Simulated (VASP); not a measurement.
The system is Bi.

```xyz
2
Lattice="2.2251 1.2847 4.1263 -2.2251 1.2847 4.1263 0.0000 -2.5694 4.1263" Properties=species:S:1:pos:R:3 pbc="T T T"
Bi    0.0000    0.0000    2.8167
Bi    0.0000    0.0000    9.5621
```

```yaml
Program: VASP 6.6.1
Task: relaxation of cell and atoms
Functional: PBE
Potentials_or_basis: VASP PAW PBE potentials, release 64 (Bi_d)
Cutoff: 600 eV
k_mesh: 12 × 12 × 12
Occupations: gaussian, width 0.05 eV
Spin: no spin polarisation
```

At the start: pressure 4.3 GPa; volume 35.39 Å³/atom.

**Question.** Where does the relaxation end?

**Answer.** Over 14 steps the energy falls by 54.2 meV/atom and the volume is 36.86 Å³/atom (+4.2 %); space group R-3m (No. 166, to 0.1 Å) before and after.

The path:
```
step  energy change (eV)  largest force (eV/Å)  pressure (GPa)  volume (Å³)
   1              0.0000                0.9517            4.29        70.77
   2             -0.0527                0.2472           -2.60        80.92
   3             -0.0962                0.1735           -0.30        76.52
   4             -0.0962                0.1870           -0.23        76.41
   5             -0.0996                0.1458           -0.15        75.90
   6             -0.1045                0.0257            0.13        74.41
   7             -0.1062                0.0238           -0.20        74.61
   8             -0.1065                0.0504           -0.36        74.72
   9             -0.1074                0.0354           -0.28        74.42
  10             -0.1082                0.0170           -0.15        74.01
  11             -0.1074                0.0189            0.12        73.19
  12             -0.1083                0.0072           -0.09        73.82
  13             -0.1083                0.0074           -0.09        73.80
  14             -0.1083                0.0020           -0.02        73.72
```

Final structure:
```
CELL_PARAMETERS angstrom
2.29104 1.32273 4.05434
-2.29104 1.32273 4.05434
0.00000 -2.64546 4.05434
ATOMIC_POSITIONS crystal
Bi 0.23372 0.23372 0.23372
Bi 0.76628 0.76628 0.76628
```
